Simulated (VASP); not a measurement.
Si4W, 5 atoms in the cell. The structure is orthorhombic, space group Cmmm (No. 65). The conventional cell has a = 4.685 Å, b = 4.744 Å, c = 6.868 Å, α = 90.00°, β = 90.00°, γ = 90.00°. Within 3.3 Å of Si (site symmetry mm2) lie 3 Si at 2.48 to 2.52 Å and 4 W at 2.66 to 2.69 Å. Si (site symmetry 2mm) has 6 Si at 2.29 to 2.48 Å within 3.0 Å. W (site symmetry mmm) has 8 Si at 2.66 to 2.69 Å and 4 W at 3.33 Å within 3.5 Å. 

- Program: VASP 6.6.1
- Task: single point
- Functional: PBE
- Potentials or basis: VASP PAW PBE potentials, release 64 (Si, W_sv)
- Cutoff: 500 eV
- k mesh: 4 × 4 × 3
- Occupations: gaussian, width 0.2 eV
- Spin: no spin polarisation
- Dipole correction: no
- Further INCAR settings: ALGO = Normal; EDIFF = 1e-06; NBANDS = 23

Potentials or basis: VASP PAW PBE potentials, release 64 (Si, W_sv).

Run with:

```bash
$ cat potpaw_PBE.64/Si/POTCAR potpaw_PBE.64/W_sv/POTCAR > POTCAR
$ mpirun -np 1 vasp_std > vasp.out
```

Hardware: 1 thread of Intel(R) Xeon(R) 6975P-C (Granite Rapids), with other jobs on the host.

Q: Estimate the wall time of this run.

A: Run time: 8.4 s on 1 thread of Intel(R) Xeon(R) 6975P-C (Granite Rapids), with other jobs on the host, peak memory 0.18 GiB. Counts: scf iterations 14, k points 14.
